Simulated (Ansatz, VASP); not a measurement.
SbMo3: VASP beside Ansatz

File POSCAR:

```
SbMo3
1.0
    2.8459483900      0.0000000000      0.0000000000
    0.0000000000      4.5678985300      0.0000000000
    0.0000000000      0.0000000000      4.9331039500
Sb Mo
1 3
Direct
    0.0000000000      0.0000000000      0.9751200000
    0.5000000000      0.0000000000      0.5000000000
    0.0000000000      0.5000000000      0.6480800000
    0.5000000000      0.5000000000      0.1601600000
```

File INCAR.step1:

```
PREC = Accurate ; ENCUT = 600
ISMEAR = -1 ; SIGMA = 0.1
LREAL = False ; LASPH = True
NELM = 100 ; GGA = PE
ALGO = Normal ; EDIFF = 1E-4
LWAVE = True ; LCHARG = False
```

Contents of INCAR.step2:

```
PREC = Accurate ; ENCUT = 600
EDIFF = 1E-6 ; ISMEAR = -1
SIGMA = 0.1 ; LREAL = False
LASPH = True ; NELM = 100
ALGO = Normal ; ISIF = 3
LWAVE = False ; LCHARG = False
METAGGA = R2SCAN ; LMIXTAU = True
IBRION = 2 ; NSW = 60
EDIFFG = -0.01 ; ISTART = 1
```

KPOINTS

```
regular mesh
0
Gamma
  6 4 4
```

Input for Ansatz:

```yaml
crystal:
  lattice:
    - [2.84594839, 0.0, 0.0]
    - [0.0, 4.56789853, 0.0]
    - [0.0, 0.0, 4.93310395]
  atoms:
    - { symbol: Sb, position: [0.0, 0.0, 0.97512] }
    - { symbol: Mo, position: [0.5, 0.0, 0.5] }
    - { symbol: Mo, position: [0.0, 0.5, 0.64808] }
    - { symbol: Mo, position: [0.5, 0.5, 0.16016] }
  symmetry: { tolerance: 0.0003 }
kpoints:
  mp_grid: { grid: [6, 4, 4], shift: [0, 0, 0] }
magnetization:
  spin_polarized: false
scf:
  occupations: { method: fermi_dirac }
hamiltonian:
  pseudopotentials: { kind: paw }
  xc: r2scan
basis:
  ecutwfc: 500
output:
  forces: true
  stress: true
  eigenvalues: true
relax:
  max_steps: 40
  cell: {}
```

Alike in both runs: task relaxation of cell and atoms; functional r2SCAN; k mesh 6 × 4 × 4; no spin polarisation.

|  | VASP | Ansatz |
| --- | --- | --- |
| version | VASP 6.6.1 | Ansatz 0.2.0 |
| potentials or method | VASP PAW PBE potentials, release 64 (Sb, Mo_sv), cutoff 600 eV | PAW plane waves |
| occupations | fermi-dirac, width 0.1 eV | fermi-dirac |
| valence electrons in the cell | 47 | 57 |

VASP gave:

```
gap on the k mesh at the Fermi level, each at its own relaxed structure (eV)  : none
relaxed volume (Å³/atom)                                                      : 16.80
relaxed length of the cell vector where the two differ most in proportion (Å) : 4.625
```

Problem. Which values does Ansatz return?

Solution. gap on the k mesh at the Fermi level, each at its own relaxed structure (eV): none; relaxed volume (Å³/atom): 16.75; relaxed length of the cell vector where the two differ most in proportion (Å): 4.613.

VASP's potentials were made for PBE, not for r2SCAN. A gap of «none» marks a metal or a gap that the smearing closes. VASP's potentials hold 47 valence electrons a cell and Ansatz's 57, so a difference there can come from the potentials and not from the codes.

The k mesh is coarse, so the values compare programs but aren't converged. Neither program's run includes spin-orbit coupling.
